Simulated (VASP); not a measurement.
# MnO2 (P-3m1) in VASP: a series of runs, part 2 of 3

VASP 6.6.1.

### Step 3. Single point, PBE+U, collinear spin, ferromagnetic start

File INCAR:

```
  ALGO = Normal
  EDIFF = 1E-6
  ENCUT = 520
  GGA = PE
  ISIF = 2
  ISMEAR = 0
  ISPIN = 2
  LASPH = T
  LCHARG = F
  LDAU = T
  LDAUJ = 0 0
  LDAUL = 2 -1
  LDAUPRINT = 1
  LDAUTYPE = 2
  LDAUU = 3.9 0
  LMAXMIX = 4
  LORBIT = 11
  LREAL = F
  LWAVE = F
  MAGMOM = 3.14 0 0
  NBANDS = 24
  NELM = 150
  PREC = Accurate
  SIGMA = 0.05
```

File KPOINTS:

```
k-points
0
Gamma
  6 6 4
```

File POSCAR:

```
MnO2
1.0
    2.9203003366      0.0000000000      0.0000000000
   -1.4601501683      2.5290542782      0.0000000000
    0.0000000000      0.0000000000      5.5070216066
Mn O
1 2
Direct
    0.0000000000      0.0000000000      0.0000000000
    0.3333333333      0.6666666667      0.1728657965
    0.6666666667      0.3333333333      0.8271342035
```

Potentials or basis: VASP PAW PBE potentials, release 64 (Mn_pv, O).

On the command line:

```bash
$ cat potpaw_PBE.64/Mn_pv/POTCAR potpaw_PBE.64/O/POTCAR > POTCAR
$ mpirun -np 1 vasp_std > vasp.out
```

OUTCAR:

```text
EDIFF = 1E-6
   ENCUT = 520
   GGA = PE
   ISIF = 2
   ISMEAR = 0
   ISPIN = 2
   LASPH = T
   LORBIT = 11
   LREAL = F
   NELM = 150
   PREC = Accurate

 ion  position               nearest neighbor table
   1  0.000  0.000  0.000-   2 1.94   3 1.94   3 1.94   2 1.94   3 1.94   2 1.94
   2  0.333  0.667  0.173-   1 1.94   1 1.94   1 1.94
   3  0.667  0.333  0.827-   1 1.94   1 1.94   1 1.94

  LATTYP: Found a hexagonal cell.
 ALAT       =     2.9203003366
 C/A-ratio  =     1.8857723425

  Lattice vectors:

 A1 = (   2.9203003366,   0.0000000000,   0.0000000000)
 A2 = (  -1.4601501683,   2.5290542782,   0.0000000000)
 A3 = (   0.0000000000,   0.0000000000,   5.5070216066)

Analysis of symmetry for initial positions (statically):
=====================================================================
 Subroutine PRICEL returns:
 Original cell was already a primitive cell.

 Routine SETGRP: Setting up the symmetry group for a
 hexagonal supercell.

 Subroutine GETGRP returns: Found 12 space group operations
 (whereof 12 operations were pure point group operations)
 out of a pool of 24 trial point group operations.

The static configuration has the point symmetry D_3d.

Analysis of symmetry for dynamics (positions and initial velocities):
=====================================================================
 Subroutine PRICEL returns:
 Original cell was already a primitive cell.

 Routine SETGRP: Setting up the symmetry group for a
 hexagonal supercell.

 Subroutine GETGRP returns: Found 12 space group operations
 (whereof 12 operations were pure point group operations)
 out of a pool of 24 trial point group operations.

The dynamic configuration has the point symmetry D_3d.

Analysis of structural, dynamic, and magnetic symmetry:
=====================================================================
 Subroutine PRICEL returns:
 Original cell was already a primitive cell.

 Routine SETGRP: Setting up the symmetry group for a
 hexagonal supercell.

 Subroutine GETGRP returns: Found 12 space group operations
 (whereof 12 operations were pure point group operations)
 out of a pool of 24 trial point group operations.

The overall configuration has the point symmetry D_3d.

 Subroutine INISYM returns: Found 12 space group operations
 (whereof 12 operations are pure point group operations),
 and found     1 'primitive' translations

----------------------------------------------------------------------------------------

                                     Primitive cell

  volume of cell :      40.6726

  direct lattice vectors                    reciprocal lattice vectors
     2.920300337  0.000000000  0.000000000     0.342430533  0.197702360  0.000000000
    -1.460150168  2.529054278  0.000000000     0.000000000  0.395404720  0.000000000
     0.000000000  0.000000000  5.507021607     0.000000000  0.000000000  0.181586359

  length of vectors
[... 131 lines left out ...]

  0.7902  0.0000  0.0000  0.1986 -0.0000
  0.0000  0.7339  0.0000  0.0000  0.1986
  0.0000  0.0000  0.9610 -0.0000  0.0000
  0.1986  0.0000 -0.0000  0.7339 -0.0000
 -0.0000  0.1986  0.0000 -0.0000  0.7902

spin component  2

  0.1839 -0.0000 -0.0000 -0.1167 -0.0000
 -0.0000  0.1995 -0.0000 -0.0000 -0.1167
 -0.0000 -0.0000  0.0732  0.0000  0.0000
 -0.1167 -0.0000  0.0000  0.1995  0.0000
 -0.0000 -0.1167  0.0000  0.0000  0.1839

 occupancies and eigenvectors

  o =  0.0732  v =  0.0000  0.0000  0.0000  0.0000  0.0000  0.0000  0.0000 -1.0000  0.0000  0.0000      0.0000  0.0000  0.0000  0.0000  0.0000  0.0000  0.0000  0.0000  0.0000  0.0000
  o =  0.0748  v =  0.0000  0.0000  0.0000  0.0000  0.0000  0.7302  0.0000  0.0000  0.6832  0.0000      0.0000  0.0000  0.0000  0.0000  0.0000  0.0000  0.0000  0.0000  0.0000  0.0000
  o =  0.0748  v =  0.0000  0.0000  0.0000  0.0000  0.0000 -0.0000  0.6832  0.0000 -0.0000  0.7302      0.0000  0.0000  0.0000  0.0000  0.0000  0.0000  0.0000  0.0000  0.0000  0.0000
  o =  0.3086  v =  0.0000  0.0000  0.0000  0.0000  0.0000 -0.6832  0.0000 -0.0000  0.7302 -0.0000      0.0000  0.0000  0.0000  0.0000  0.0000  0.0000  0.0000  0.0000  0.0000  0.0000
  o =  0.3086  v =  0.0000  0.0000  0.0000  0.0000  0.0000  0.0000  0.7302 -0.0000 -0.0000 -0.6832      0.0000  0.0000  0.0000  0.0000  0.0000  0.0000  0.0000  0.0000  0.0000  0.0000
  o =  0.5614  v = -0.6557  0.0000  0.0000  0.7551 -0.0000  0.0000  0.0000  0.0000  0.0000  0.0000      0.0000  0.0000  0.0000  0.0000  0.0000  0.0000  0.0000  0.0000  0.0000  0.0000
  o =  0.5614  v =  0.0000  0.7551  0.0000 -0.0000 -0.6557  0.0000  0.0000  0.0000  0.0000  0.0000      0.0000  0.0000  0.0000  0.0000  0.0000  0.0000  0.0000  0.0000  0.0000  0.0000
  o =  0.9610  v =  0.0000  0.0000 -1.0000  0.0000  0.0000  0.0000  0.0000  0.0000  0.0000  0.0000      0.0000  0.0000  0.0000  0.0000  0.0000  0.0000  0.0000  0.0000  0.0000  0.0000
  o =  0.9627  v = -0.7551 -0.0000 -0.0000 -0.6557  0.0000  0.0000  0.0000  0.0000  0.0000  0.0000      0.0000  0.0000  0.0000  0.0000  0.0000  0.0000  0.0000  0.0000  0.0000  0.0000
  o =  0.9627  v =  0.0000 -0.6557 -0.0000 -0.0000 -0.7551  0.0000  0.0000  0.0000  0.0000  0.0000      0.0000  0.0000  0.0000  0.0000  0.0000  0.0000  0.0000  0.0000  0.0000  0.0000

 number of electron      25.0000003 magnetization       3.0000837

 Free energy of the ion-electron system (eV)
  ---------------------------------------------------
  ext. energy  EPLUGINS =         0.00000000
  ---------------------------------------------------
  free energy    TOTEN  =       -21.26037561 eV

  energy without entropy =      -21.26037561  energy(sigma->0) =      -21.26037561

 E-fermi :   0.7425     XC(G=0):  -9.3146

 val. band max:        0.4104705204   @ k =   0.1667   0.1667   0.0000
 cond. band min:       2.3287371210   @ k =   0.0000   0.3333   0.2500
 fundamental gap:      1.9182666006
 Fermi energy:         0.7424951876

 spin component 1

 k-point     1 :       0.0000    0.0000    0.0000
  band No.  band energies     occupation
      1     -49.6127      1.00000
      2     -49.6126      1.00000
      3     -49.6126      1.00000
      4     -17.9361      1.00000
      5     -15.8268      1.00000
      6      -5.4475      1.00000
[... 637 lines left out ...]
     23      19.1440      0.00000
     24      21.2276      0.00000
 Fermi energy:         0.7424951876

 spin component 2

 k-point     1 :       0.0000    0.0000    0.0000
  band No.  band energies     occupation
      1     -46.1256      1.00000
      2     -46.1256      1.00000
      3     -45.9313      1.00000
      4     -18.0168      1.00000
      5     -16.0314      1.00000
      6      -3.4366      1.00000
[... 637 lines left out ...]
     23      20.2581      0.00000
     24      22.0965      0.00000

------------------------ aborting loop because EDIFF is reached ----------------------------------------

  FORCE on cell =-STRESS in cart. coord.  units (eV):
  Direction    XX          YY          ZZ          XY          YZ          ZX
  --------------------------------------------------------------------------------------
  -------------------------------------------------------------------------------------
  Total        0.0896444      0.0896444      0.1348168      0.0000000      0.0000000      0.0000000
  in kB        3.5312741      3.5312741      5.3107029      0.0000000      0.0000000      0.0000000
  external PRESSURE =       4.1244170 kB  Pullay stress =       0.0000000 kB

 VOLUME and BASIS-vectors are now :
 -----------------------------------------------------------------------------
  energy-cutoff  :      520.00
  volume of cell :       40.67
      direct lattice vectors                 reciprocal lattice vectors
     2.920300337  0.000000000  0.000000000     0.342430533  0.197702360  0.000000000
    -1.460150168  2.529054278  0.000000000     0.000000000  0.395404720  0.000000000
     0.000000000  0.000000000  5.507021607     0.000000000  0.000000000  0.181586359

 POSITION                                       TOTAL-FORCE (eV/Angst)
 -----------------------------------------------------------------------------------
      0.00000      0.00000      0.00000         0.000000      0.000000      0.000000
     -0.00000      1.68604      0.95198        -0.000000      0.000000      0.086375
      1.46015      0.84302      4.55505        -0.000000     -0.000000     -0.086375
 -----------------------------------------------------------------------------------
    total drift:                                0.000000     -0.000000     -0.000000

  FREE ENERGIE OF THE ION-ELECTRON SYSTEM (eV)
  ---------------------------------------------------
  free  energy   TOTEN  =       -21.2603756077 eV

  energy  without entropy=      -21.2603756077  energy(sigma->0) =      -21.26037561

 total charge

# of ion       s       p       d       tot
------------------------------------------
    1        0.342   6.434   4.819  11.595
    2        1.582   3.402   0.000   4.984
    3        1.582   3.402   0.000   4.984
--------------------------------------------------
tot          3.505  13.238   4.819  21.562

 magnetization (x)

# of ion       s       p       d       tot
------------------------------------------
    1        0.032   0.042   3.166   3.240
    2        0.002  -0.130   0.000  -0.128
    3        0.002  -0.130   0.000  -0.128
--------------------------------------------------
tot          0.036  -0.218   3.166   2.984
```

OSZICAR:

```text
N       E                     dE             d eps       ncg     rms          rms(c)
DAV:   1     0.251110140617E+03    0.25111E+03   -0.13732E+04  2304   0.112E+03
DAV:   2    -0.123120515798E+02   -0.26342E+03   -0.24671E+03  2552   0.346E+02
DAV:   3    -0.275457280991E+02   -0.15234E+02   -0.15158E+02  2688   0.906E+01
DAV:   4    -0.277001196883E+02   -0.15439E+00   -0.15437E+00  2688   0.977E+00
DAV:   5    -0.277023790269E+02   -0.22593E-02   -0.22593E-02  2744   0.111E+00    0.283E+01
DAV:   6    -0.246892393503E+02    0.30131E+01   -0.81693E+01  2816   0.751E+01    0.320E+01
DAV:   7    -0.216011735892E+02    0.30881E+01   -0.47632E+01  2632   0.568E+01    0.118E+01
DAV:   8    -0.212076652646E+02    0.39351E+00   -0.24921E+00  2488   0.132E+01    0.496E+00
DAV:   9    -0.212769572737E+02   -0.69292E-01   -0.64584E-01  2688   0.663E+00    0.284E+00
DAV:  10    -0.212582977021E+02    0.18660E-01   -0.20020E-01  2448   0.448E+00    0.940E-01
DAV:  11    -0.212593864751E+02   -0.10888E-02   -0.90860E-03  2464   0.820E-01    0.366E-01
DAV:  12    -0.212602483386E+02   -0.86186E-03   -0.17502E-03  2808   0.278E-01    0.203E-01
DAV:  13    -0.212603025972E+02   -0.54259E-04   -0.96388E-04  2672   0.268E-01    0.717E-02
DAV:  14    -0.212603676526E+02   -0.65055E-04   -0.27677E-04  2520   0.130E-01    0.241E-02
DAV:  15    -0.212603750546E+02   -0.74020E-05   -0.37438E-05  2528   0.412E-02    0.179E-02
DAV:  16    -0.212603754297E+02   -0.37514E-06   -0.10970E-05  2280   0.235E-02    0.711E-03
DAV:  17    -0.212603756077E+02   -0.17798E-06   -0.18103E-06  1816   0.104E-02
   1 F= -.21260376E+02 E0= -.21260376E+02  d E =-.415373E-22  mag=     3.0000
```

Run time: 41 s. Hardware: 1 thread of Intel Xeon Platinum 8259CL at 2.50GHz (Skylake/Cascade Lake), shared host; peak memory 0.19 GiB.

Results:

- Free energy: -21.2604 eV
- Pressure: 0.4 GPa
- Largest force: 0.086 eV/Å
- Band gap on the k mesh: 1.92 eV, indirect (least direct gap 2.20 eV)
- Net moment: 3.00 μB per cell
- Site moments: Mn +3.24; O -0.13 μB
- Valence electrons inside the program's atomic spheres: Mn 11.60; O 4.98

Forces on the atoms (eV/Å):
```
Mn   0.000  0.000  0.000
O    0.000  0.000  0.086
O    0.000  0.000 -0.086
```

Eigenvalues of the final occupation matrices:
| site | spin | trace | eigenvalues |
| --- | --- | --- | --- |
| site 1 d | 1 | 4.01 | 0.56 0.56 0.96 0.96 0.96 |
| site 1 d | 2 | 0.84 | 0.07 0.07 0.07 0.31 0.31 |

Caveat: a cell with one magnetic atom can't hold antiferromagnetic order, which such compounds often take.

[end of part 2 of 3]
